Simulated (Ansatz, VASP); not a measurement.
**ZrB: VASP beside Ansatz**

File INCAR:

```
ALGO = Normal
EDIFF = 1E-6
EDIFFG = -0.01
ENCUT = 600
IBRION = 2
ISIF = 3
ISMEAR = -1
LASPH = T
LCHARG = F
LREAL = F
LWAVE = F
NELM = 80
NSW = 60
PREC = Accurate
SIGMA = 0.05
```

The input KPOINTS:

```
k-points
0
Gamma
  10 10 10
```

POSCAR

```
ZrB
1.0
    0.0000000000      2.3250000000      2.3250000000
    2.3250000000      0.0000000000      2.3250000000
    2.3250000000      2.3250000000      0.0000000000
Zr B
1 1
Direct
    0.0000000000      0.0000000000      0.0000000000
    0.5000000000      0.5000000000      0.5000000000
```

File input.yaml:

```yaml
crystal:
  lattice:
    - [0.0, 2.325, 2.325]
    - [2.325, 0.0, 2.325]
    - [2.325, 2.325, 0.0]
  atoms:
    - { symbol: Zr, position: [0.0, 0.0, 0.0] }
    - { symbol: B, position: [0.5, 0.5, 0.5] }
hamiltonian:
  xc: lda
  pseudopotentials: { kind: paw }
kpoints:
  mp_grid: { grid: [10, 10, 10] }
scf:
  occupations: { method: fermi_dirac, width: 0.05 }
output:
  forces: true
  stress: true
  eigenvalues: true
  write_density: true
  write_potential: true
  elf: true
  volumetric_format: npy
relax:
  f_tol: 0.01
  max_steps: 40
  cell: { stress_tol: 0.05 }
```

Alike in both runs: task relaxation of cell and atoms; functional LDA; k mesh 10 × 10 × 10; occupations fermi-dirac, width 0.05 eV; no spin polarisation.

```csv
,VASP,Ansatz
version,VASP 6.6.1,Ansatz 0.2.0
potentials or method,"VASP PAW LDA potentials, release 64 (Zr_sv, B)",Ansatz PAW
plane-wave cutoff (eV),600,420
valence electrons in the cell,15,15
```

VASP gave:

```
gap on the k mesh at the Fermi level, each at its own relaxed structure (eV) : none
relaxed volume (Å³/atom)                                                     : 14.12
relaxed cell length with the largest relative difference (Å)                 : 3.418
```

Question: Estimate Ansatz's values.

Answer: gap on the k mesh at the Fermi level, each at its own relaxed structure (eV): none; relaxed volume (Å³/atom): 14.08; relaxed cell length with the largest relative difference (Å): 3.415.

LDA's correlation is that of Perdew and Zunger in VASP and of Perdew and Wang (1992) in Ansatz. A gap of «none» marks a metal or a gap that the smearing closes.

Noted on Ansatz's run: the plane-wave basis is chosen anew once the cell has moved, so the energies of steps on either side of that aren't comparable.
